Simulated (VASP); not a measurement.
Write the native input for VASP 6.6.1 that does the following.

| Item | Value |
| --- | --- |
| Task | electric field gradients |
| Functional | PBEsol |
| Potentials or basis | VASP PAW PBE potentials, release 64 (Zn, S) |
| Cutoff | 520 eV |
| k mesh | 8 × 8 × 5 |
| Occupations | fermi-dirac, width 0.03 eV |
| Spin | no spin polarisation |
| Dipole correction | no |
| Further INCAR settings | ALGO = Normal; EDIFF = 1e-08; NBANDS = 26 |

The structure of ZnS lies in POSCAR:

```
ZnS
1.0
    3.8872187572      0.0000000000      0.0000000000
   -1.9436093786      3.3664301938      0.0000000000
    0.0000000000      0.0000000000      6.2340000000
Zn S
2 2
Direct
    0.3333333333      0.6666666667      0.0000000000
    0.6666666667      0.3333333333      0.5000000000
    0.3333333333      0.6666666667      0.3850000000
    0.6666666667      0.3333333333      0.8850000000
```

This cell differs from its parent crystal: equal xx and yy strain of +2 %.

These files were run (other wordings do the same):

INCAR

```
ALGO     = Normal         # electronic algorithm
EDIFF    = 1E-8           # SCF threshold, eV
ENCUT    = 520            # plane-wave cutoff, eV
GGA      = PS             # functional
ISIF     = 2              # what is computed and relaxed
ISMEAR   = -1             # smearing method
LASPH    = True           # aspherical terms in the spheres
LCHARG   = False          # write CHGCAR
LEFG     = True         
LREAL    = False          # projectors in reciprocal space
LWAVE    = False          # write WAVECAR
NBANDS   = 26             # bands
NELM     = 60             # most SCF steps
PREC     = Accurate       # precision mode
SIGMA    = 0.03           # smearing width, eV
```

KPOINTS

```
k-points
0
Gamma
  8 8 5
```

Potentials or basis: VASP PAW PBE potentials, release 64 (Zn, S).

Run with:

```bash
$ cat potpaw_PBE.64/Zn/POTCAR potpaw_PBE.64/S/POTCAR > POTCAR
$ mpirun -np 1 vasp_std > vasp.out
```

It gave:

The pressure is -3.9 GPa, the largest force is 0.192 eV/Å and the band gap on the k mesh is 1.90 eV. The largest electric field gradient by atom is Zn +10.1; S -9.3 V/Å².

Caveat: the cell differs from its parent crystal (equal xx and yy strain of +2 %); the cell stands under tension; without QUAD_EFG the Cq values of the log hold for a quadrupole moment of 1 mb, not for the nuclei; the PAW data sets were made with another functional, which shifts forces and pressure a little.

It took 91 s on 1 thread of Intel Xeon 8259CL (shared host), peak memory 0.22 GiB.
